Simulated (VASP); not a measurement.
# PbO in VASP: notebook

PbO is run at these levels: PBE+D3(BJ); tasks: single point, relaxation of cell and atoms.

Everything below comes from runs of VASP 6.6.1. Logs are shortened: lines on timing, memory, paths and dates and some standing lists are left out, and cuts for length are marked.

### 1 The cell of the first run

It takes space group Pmmn (No. 59, orthorhombic). The conventional cell has a = 4.014 Å, b = 4.115 Å, c = 4.970 Å, α = 90.00°, β = 90.00°, γ = 90.00°. Within 3.1 Å of Pb (site symmetry mm2) lie 4 O at 2.34 to 2.36 Å. O (site symmetry mm2) has 4 Pb at 2.34 to 2.36 Å and 4 O at 2.87 Å within 3.1 Å.

### 2 Single point, PBE+D3(BJ) (uniaxial strain along a: +2.0 %)

INCAR

```
SYSTEM = PbO
  ALGO = Normal
  EDIFF = 1E-6
  ENCUT = 600
  GGA = PE
  GGA_COMPAT = .False.
  ISIF = 2
  ISMEAR = 0
  IVDW = 12
  LASPH = .True.
  LCHARG = .False.
  LREAL = .False.
  LWAVE = .False.
  NBANDS = 28
  NELM = 120
  PREC = Accurate
  SIGMA = 0.02
```

KPOINTS

```
k-points
0
Gamma
  8 8 6
  0 0 0
```

POSCAR

```
PbO
1.0
    4.1146285047      0.0000000000      0.0000000000
    0.0000000000      4.0137797668      0.0000000000
    0.0000000000      0.0000000000      4.9700160880
Pb O
2 2
Direct
    0.0000000000      0.5000000000      0.2377349822
    0.5000000000      0.0000000000      0.7622650178
    0.0000000000      0.0000000000     -0.0043291070
    0.5000000000      0.5000000000      0.0043291070
```

Potentials or basis: VASP PAW PBE potentials, release 64 (Pb_d, O).

Command:

```console
> cat potpaw_PBE.64/Pb_d/POTCAR potpaw_PBE.64/O/POTCAR > POTCAR
> mpirun -np 1 vasp_std > vasp.out
```

OUTCAR:

```text
SYSTEM = PbO
   EDIFF = 1E-6
   ENCUT = 600
   GGA = PE
   ISIF = 2
   ISMEAR = 0
   IVDW = 12
   LASPH = .True.
   LREAL = .False.
   NELM = 120
   PREC = Accurate
 IVDW          = 12

 ion  position               nearest neighbor table
   1  0.000  0.500  0.238-   3 2.34   3 2.34   4 2.36   4 2.36   2 3.72   2 3.72   2 3.72   2 3.72
                             2 3.88   2 3.88   2 3.88   2 3.88
   2  0.500  0.000  0.762-   4 2.34   4 2.34   3 2.36   3 2.36   1 3.72   1 3.72   1 3.72   1 3.72
                             1 3.88   1 3.88   1 3.88   1 3.88
   3  0.000  0.000  0.996-   1 2.34   1 2.34   2 2.36   2 2.36
   4  0.500  0.500  0.004-   2 2.34   2 2.34   1 2.36   1 2.36

  LATTYP: Found a simple orthorhombic cell.
 ALAT       =     4.0137797668
 B/A-ratio  =     1.0251256282
 C/A-ratio  =     1.2382383630

  Lattice vectors:

 A1 = (   0.0000000000,  -4.0137797668,   0.0000000000)
 A2 = (   4.1146285047,   0.0000000000,   0.0000000000)
 A3 = (   0.0000000000,   0.0000000000,   4.9700160880)

Analysis of symmetry for initial positions (statically):
=====================================================================
 Subroutine PRICEL returns:
 Original cell was already a primitive cell.

 Routine SETGRP: Setting up the symmetry group for a
 simple orthorhombic supercell.

 Subroutine GETGRP returns: Found  8 space group operations
 (whereof  4 operations were pure point group operations)
 out of a pool of  8 trial point group operations.

The static configuration has the point symmetry C_2v.
 The point group associated with its full space group is D_2h.

Analysis of symmetry for dynamics (positions and initial velocities):
=====================================================================
 Subroutine PRICEL returns:
 Original cell was already a primitive cell.

 Routine SETGRP: Setting up the symmetry group for a
 simple orthorhombic supercell.

 Subroutine GETGRP returns: Found  8 space group operations
 (whereof  4 operations were pure point group operations)
 out of a pool of  8 trial point group operations.

The dynamic configuration has the point symmetry C_2v.
 The point group associated with its full space group is D_2h.

 Subroutine INISYM returns: Found  8 space group operations
 (whereof  4 operations are pure point group operations),
 and found     1 'primitive' translations

----------------------------------------------------------------------------------------

                                     Primitive cell

  volume of cell :      82.0809

  direct lattice vectors                    reciprocal lattice vectors
     4.114628505  0.000000000  0.000000000     0.243035307  0.000000000  0.000000000
     0.000000000  4.013779767  0.000000000     0.000000000  0.249141721  0.000000000
     0.000000000  0.000000000  4.970016088     0.000000000  0.000000000  0.201206592

  length of vectors
     4.114628505  4.013779767  4.970016088     0.243035307  0.249141721  0.201206592

  position of ions in fractional coordinates (direct lattice)
     0.000000000  0.500000000  0.237734982
     0.500000000  0.000000000  0.762265018
     0.000000000  0.000000000  0.995670893
     0.500000000  0.500000000  0.004329107

  ion indices of the primitive-cell ions
   primitive index   ion index
                 1           1
                 2           2
                 3           3
                 4           4

----------------------------------------------------------------------------------------

 KPOINTS: k-points

Automatic generation of k-mesh.
 Grid dimensions read from file:
 generate k-points for:    8    8    6

 Generating k-lattice:

  Cartesian coordinates                     Fractional coordinates (reciprocal lattice)
     0.030379413  0.000000000  0.000000000     0.125000000  0.000000000  0.000000000
     0.000000000  0.031142715  0.000000000     0.000000000  0.125000000  0.000000000
     0.000000000  0.000000000  0.033534432     0.000000000  0.000000000  0.166666667

  Length of vectors
     0.030379413  0.031142715  0.033534432

  Shift w.r.t. Gamma in fractional coordinates (k-lattice)
     0.000000000  0.000000000  0.000000000

 Subroutine IBZKPT returns following result:
 ===========================================

 Found    100 irreducible k-points:

 Following reciprocal coordinates:
            Coordinates               Weight
  0.000000  0.000000  0.000000      1.000000
  0.125000  0.000000  0.000000      2.000000
  0.250000  0.000000  0.000000      2.000000
  0.375000  0.000000  0.000000      2.000000
  0.500000  0.000000  0.000000      1.000000
  0.000000  0.125000  0.000000      2.000000
[... 16 lines left out ...]
  0.250000  0.500000  0.000000      2.000000
  0.375000  0.500000  0.000000      2.000000
 [... further k-points ...]
   k-points           NKPTS =    100   k-points in BZ     NKDIM =    100   number of bands    NBANDS=     28
   number of dos      NEDOS =    301   number of ions     NIONS =      4
   total plane-waves  NPLWV =  46080
   dimension x,y,z NGX =    36 NGY =   32 NGZ =   40
   dimension x,y,z NGXF=    72 NGYF=   64 NGZF=   80
   ions per type =               2   2
   NGX,Y,Z   is equivalent  to a cutoff of  14.55, 13.25, 13.38 a.u.
   NGXF,Y,Z  is equivalent  to a cutoff of  29.09, 26.51, 26.76 a.u.
 SYSTEM =  PbO
   PREC   = accura    normal or accurate (medium, high low for compatibility)
   ISTART =      0    job   : 0-new  1-cont  2-samecut
   ICHARG =      2    charge: 1-file 2-atom 10-const
   ISPIN  =      1    spin polarized calculation?
   LNONCOLLINEAR =      F non collinear calculations
   LSORBIT =      F    spin-orbit coupling
   LASPH  =      T    aspherical Exc in radial PAW
   ENCUT  =  600.0 eV  44.10 Ry    6.64 a.u.   8.22  8.02  9.93*2*pi/ulx,y,z
   NELM   =    120;   NELMIN=  2; NELMDL= -5     # of ELM steps
   EDIFF  = 0.1E-05   stopping-criterion for ELM
   LREAL  =      F    real-space projection
   EDIFFG = 0.1E-04   stopping-criterion for IOM
   NSW    =      0    number of steps for IOM
   IBRION =     -1    ionic relax: 0-MD 1-quasi-New 2-CG
   NFREE  =      0    steps in history (QN), initial steepest desc. (CG)
   ISIF   =      2    stress and relaxation
   ISYM   =      2    0-nonsym 1-usesym 2-fastsym
   POTIM  = 0.5000    time-step for ionic-motion
   TEBEG  =    0.0;   TEEND  =   0.0 temperature during run
   PSTRESS=    0.0 pullay stress
   NELECT =      40.0000    total number of electrons
   NUPDOWN=      -1.0000    fix difference up-down
   EMIN   =  10.00;   EMAX   =-10.00  energy-range for DOS
   EFERMI =   0.00;   METHOD = LEGACY
   ISMEAR =     0;   SIGMA  =   0.02  broadening in eV -4-tet -1-fermi 0-gaus
   EFERMI_NEDOS =   21; number of points for ismear=-14 and -15
   IALGO  =     38    algorithm
   IMIX   =      4    mixing-type and parameters
     AMIX     =   0.40;   BMIX     =  1.00
     AMIX_MAG =   1.60;   BMIX_MAG =  1.00
  volume/ion in A,a.u.               =      20.52       138.48
  Fermi-wavevector in a.u.,A,eV,Ry     =   1.288292  2.434518 22.581525  1.659695
  Thomas-Fermi vector in A             =   2.420254
   LORBIT       =      0    0 simple, 1 ext, 2 COOP (PROOUT), +10 PAW based schemes
   GGA     = PE    functional components
   LHFCALC =     F    Hartree Fock is set to
   AEXX    =    0.0000 exact exchange contribution
   IVDW    =    12    specifies the selected vdW correction
   LEPSILON=     F    determine dielectric tensor
   LRPA    =     F    only Hartree local field effects (RPA)
 non-spin polarized calculation
 Gauss-broadening in eV      SIGMA  =   0.02
  energy-cutoff  :      600.00
  volume of cell :       82.08
 maximum number of plane-waves:      2764
 NGX is ok and might be reduce to    36
   NGX = 17   NGY = 17   NGZ = 19

 number of electron      40.0000007 magnetization

 Free energy of the ion-electron system (eV)
  ---------------------------------------------------
  ext. energy  EPLUGINS =         0.00000000
  ---------------------------------------------------
  free energy    TOTEN  =       -21.47503578 eV

  energy without entropy =      -21.47503578  energy(sigma->0) =      -21.47503578

 E-fermi :   4.7718     XC(G=0):  -9.6822

 val. band max:        4.6805650313   @ k =   0.0000   0.1250   0.0000
 cond. band min:       5.9866124627   @ k =   0.5000   0.5000   0.0000
 fundamental gap:      1.3060474313
 Fermi energy:         4.7718471677

 k-point     1 :       0.0000    0.0000    0.0000
  band No.  band energies     occupation
      1     -13.2581      2.00000
      2     -12.8677      2.00000
      3     -11.2200      2.00000
      4     -11.2178      2.00000
      5     -11.1724      2.00000
      6     -11.1245      2.00000
[... 20 lines left out ...]
     27      12.2460      0.00000
     28      12.8107      0.00000

 k-point     2 :       0.1250    0.0000    0.0000
  band No.  band energies     occupation
      1     -13.2295      2.00000
      2     -12.8725      2.00000
      3     -11.2113      2.00000
      4     -11.2109      2.00000
      5     -11.1637      2.00000
      6     -11.1177      2.00000
[... 20 lines left out ...]
     27      12.4814      0.00000
     28      13.5616      0.00000

 k-point     3 :       0.2500    0.0000    0.0000
  band No.  band energies     occupation
      1     -13.1564      2.00000
      2     -12.8905      2.00000
      3     -11.1930      2.00000
      4     -11.1860      2.00000
      5     -11.1378      2.00000
      6     -11.1019      2.00000
[... 20 lines left out ...]
     27      12.7455      0.00000
     28      15.1579      0.00000

 k-point     4 :       0.3750    0.0000    0.0000
  band No.  band energies     occupation
      1     -13.0673      2.00000
      2     -12.9277      2.00000
      3     -11.1665      2.00000
      4     -11.1545      2.00000
      5     -11.1118      2.00000
      6     -11.1041      2.00000
[... 578 lines left out ...]
     27      13.7473      0.00000
     28      13.7473      0.00000

 k-point    23 :       0.2500    0.5000    0.0000
  band No.  band energies     occupation
      1     -12.9838      2.00000
      2     -12.9838      2.00000
      3     -11.1182      2.00000
      4     -11.1182      2.00000
      5     -11.1085      2.00000
      6     -11.1085      2.00000
[... 20 lines left out ...]
     27      13.3364      0.00000
     28      13.3364      0.00000

 k-point    24 :       0.3750    0.5000    0.0000
  band No.  band energies     occupation
      1     -12.9731      2.00000
      2     -12.9731      2.00000
      3     -11.1300      2.00000
      4     -11.1300      2.00000
      5     -11.0649      2.00000
      6     -11.0649      2.00000
[... 20 lines left out ...]
     27      13.0770      0.00000
     28      13.0770      0.00000

 [... further k-points ...]

------------------------ aborting loop because EDIFF is reached ----------------------------------------

 Edisp (eV)   -0.92493

 E8    (eV) :    -0.4243

  FORCE on cell =-STRESS in cart. coord.  units (eV):
  Direction    XX          YY          ZZ          XY          YZ          ZX
  --------------------------------------------------------------------------------------
  -------------------------------------------------------------------------------------
  Total      -0.62406    -0.43101    -0.22776     0.00000     0.00000     0.00000
  in kB     -12.18137    -8.41306    -4.44585     0.00000     0.00000     0.00000
  external pressure =       -8.35 kB  Pullay stress =        0.00 kB

 VOLUME and BASIS-vectors are now :
 -----------------------------------------------------------------------------
  energy-cutoff  :      600.00
  volume of cell :       82.08
      direct lattice vectors                 reciprocal lattice vectors
     4.114628505  0.000000000  0.000000000     0.243035307  0.000000000  0.000000000
     0.000000000  4.013779767  0.000000000     0.000000000  0.249141721  0.000000000
     0.000000000  0.000000000  4.970016088     0.000000000  0.000000000  0.201206592

 POSITION                                       TOTAL-FORCE (eV/Angst)
 -----------------------------------------------------------------------------------
      0.00000      2.00689      1.18155         0.000000      0.000000     -0.049205
      2.05731      0.00000      3.78847         0.000000      0.000000      0.049205
      0.00000      0.00000      4.94850         0.000000      0.000000     -0.038219
      2.05731      2.00689      0.02152         0.000000      0.000000      0.038219
 -----------------------------------------------------------------------------------
    total drift:                                0.000000     -0.000000      0.000000

  FREE ENERGIE OF THE ION-ELECTRON SYSTEM (eV)
  ---------------------------------------------------
  free  energy   TOTEN  =       -22.3999698687 eV

  energy  without entropy=      -22.3999698687  energy(sigma->0) =      -22.39996987
```

It took 1.8 min on 1 thread of Intel Xeon 6975P-C (Granite Rapids), shared host; peak memory 0.37 GiB.

What came out:

```yaml
Free_energy: -22.4000 eV
Pressure: -0.8 GPa
Largest_force: 0.049 eV/Å
Band_gap_on_the_k_mesh: 1.31 eV (least direct gap 2.18 eV)
Dispersion_energy_per_atom: -0.231 eV
```

Forces in eV/Å, atoms in the order of the input:
```
Pb   0.000  0.000 -0.049
Pb   0.000  0.000  0.049
O    0.000  0.000 -0.038
O    0.000  0.000  0.038
```

Levels at points of the mesh, in eV from the valence-band top:
```
           k point  band 17  band 18  band 19  band 20  band 21  band 22  band 23  band 24
(0.00, 0.00, 0.00)    -1.50    -1.47    -1.47    -0.04     2.37     5.40     5.58     5.70
(0.50, 0.00, 0.00)    -2.73    -2.73    -1.43    -1.43     3.50     3.50     6.43     6.43
(0.00, 0.50, 0.00)    -2.79    -2.79    -1.40    -1.40     3.38     3.38     6.47     6.47
(0.50, 0.50, 0.00)    -1.47    -1.47    -0.88    -0.88     1.31     1.31     5.38     5.38
(0.00, 0.00, 0.50)    -1.52    -1.52    -1.50    -0.64     1.89     3.83     4.07     4.14
(0.50, 0.00, 0.50)    -2.69    -2.69    -0.78    -0.78     3.10     3.10     6.25     6.25
(0.00, 0.50, 0.50)    -2.75    -2.75    -0.82    -0.82     3.20     3.20     6.10     6.10
(0.50, 0.50, 0.50)    -2.09    -2.09    -0.88    -0.88     3.58     3.58     4.82     4.82
```

Caveat: the cell differs from its parent crystal (uniaxial strain along a: +2.0 %); spin-orbit coupling is left out, which moves the levels of the heavy elements. A k mesh can miss the band edges.

### 3 Relaxation of cell and atoms, PBE+D3(BJ)

This run uses another cell than the first one, of 19.83 Å³/atom.

INCAR

```
PREC = Accurate ; ENCUT = 600
EDIFF = 1E-6 ; ISMEAR = 0
SIGMA = 0.02 ; LREAL = F
LASPH = T ; NELM = 80
ALGO = Normal ; ISIF = 3
LWAVE = F ; LCHARG = F
GGA = PE ; IVDW = 12
IBRION = 2 ; NSW = 100
EDIFFG = -0.005
```

KPOINTS

```
Automatic mesh
0
Gamma
  8 8 6
```

POSCAR

```
PbO
1.0
    3.9744000000      0.0000000000      0.0000000000
    0.0000000000      3.9744000000      0.0000000000
    0.0000000000      0.0000000000      5.0220000000
Pb O
2 2
Direct
    0.0000000000      0.5000000000      0.2351000000
    0.5000000000      0.0000000000      0.7649000000
    0.0000000000      0.0000000000      0.0000000000
    0.5000000000      0.5000000000      0.0000000000
```

Potentials or basis: VASP PAW PBE potentials, release 64 (Pb_d, O).

Command:

```console
> cat potpaw_PBE.64/Pb_d/POTCAR potpaw_PBE.64/O/POTCAR > POTCAR
> mpirun -np 1 vasp_std > vasp.out
```

Wall time 18 min (1 thread of Oxide Virtual Turin-like, shared host); peak memory 0.27 GiB.

It converged, with:

| Property | Result |
| --- | --- |
| Free energy | -22.4008 eV |
| Relaxed volume | 20.21 Å³/atom |
| Relaxed cell | a = 4.035 Å, b = 4.035 Å, c = 4.966 Å, α = 90.00°, β = 90.00°, γ = 90.00° |
| Space group after relaxing (to 0.1 Å) | P4/nmm (No. 129) |
| Energy gained by relaxing | 7.1 meV/atom |
| Ionic steps | 13 |
| Pressure after relaxing | 0.0 GPa |
| Largest force after relaxing | 0.004 eV/Å |
| Band gap on the k mesh | 1.25 eV (least direct gap 2.15 eV) |
| Dispersion energy per atom | -0.235 eV |

Forces on the atoms (eV/Å):
```
Pb   0.000  0.000  0.004
Pb   0.000  0.000 -0.004
O    0.000  0.000  0.000
O    0.000  0.000  0.000
```

Step by step:
| step | energy change (eV) | largest force (eV/Å) | pressure (GPa) | volume (Å³) |
| --- | --- | --- | --- | --- |
| 1 | 0.0000 | 0.5071 | 2.98 | 79.33 |
| 2 | -0.0027 | 0.5425 | -2.46 | 83.63 |
| 3 | -0.0261 | 0.0515 | 0.03 | 81.49 |
| 4 | -0.0261 | 0.0426 | 0.06 | 81.44 |
| 5 | -0.0270 | 0.0117 | 0.05 | 81.53 |
| 6 | -0.0277 | 0.0396 | -0.01 | 81.70 |
| 7 | -0.0279 | 0.0110 | -0.14 | 81.70 |
| 8 | -0.0279 | 0.0058 | -0.21 | 81.70 |
| 9 | -0.0280 | 0.0050 | -0.19 | 81.65 |
| 10 | -0.0281 | 0.0034 | -0.17 | 81.49 |
| 11 | -0.0284 | 0.0001 | -0.07 | 81.18 |
| 12 | -0.0285 | 0.0061 | 0.12 | 80.54 |
| 13 | -0.0285 | 0.0042 | 0.02 | 80.84 |

Final structure:
```cif
data_structure
_symmetry_space_group_name_H-M 'P 1'
_symmetry_Int_Tables_number 1
_cell_length_a 4.0348
_cell_length_b 4.0348
_cell_length_c 4.9660
_cell_angle_alpha 90.000
_cell_angle_beta 90.000
_cell_angle_gamma 90.000
_cell_volume 80.84
loop_
_atom_site_label
_atom_site_type_symbol
_atom_site_fract_x
_atom_site_fract_y
_atom_site_fract_z
_atom_site_occupancy
Pb1 Pb 0.00000 0.50000 0.23926 1
Pb2 Pb 0.50000 0.00000 0.76074 1
O1 O 0.00000 0.00000 0.00000 1
O2 O 0.50000 0.50000 0.00000 1
```

Levels at points of the mesh, in eV from the valence-band top:
| k point | band 18 | band 19 | band 20 | band 21 | band 22 | band 23 |
| --- | --- | --- | --- | --- | --- | --- |
| (0.00, 0.00, 0.00) | -1.52 | -1.52 | -0.02 | 2.41 | 5.55 | 5.55 |
| (0.50, 0.00, 0.00) | -2.82 | -1.50 | -1.50 | 3.44 | 3.44 | 6.59 |
| (0.50, 0.50, 0.00) | -1.53 | -0.91 | -0.91 | 1.25 | 1.25 | 5.36 |
| (0.00, 0.00, 0.50) | -1.54 | -1.54 | -0.73 | 1.95 | 3.96 | 3.96 |
| (0.50, 0.00, 0.50) | -2.78 | -0.86 | -0.86 | 3.15 | 3.15 | 6.20 |
| (0.50, 0.50, 0.50) | -2.16 | -0.91 | -0.91 | 3.53 | 3.53 | 4.85 |

Caveat: spin-orbit coupling is left out, which moves the levels of the heavy elements. Zero-point motion and thermal expansion aren't in these numbers.

(Continued in part 2 of 2.)

The gap in the log of VASP goes by the Fermi energy; the results here count the filled bands.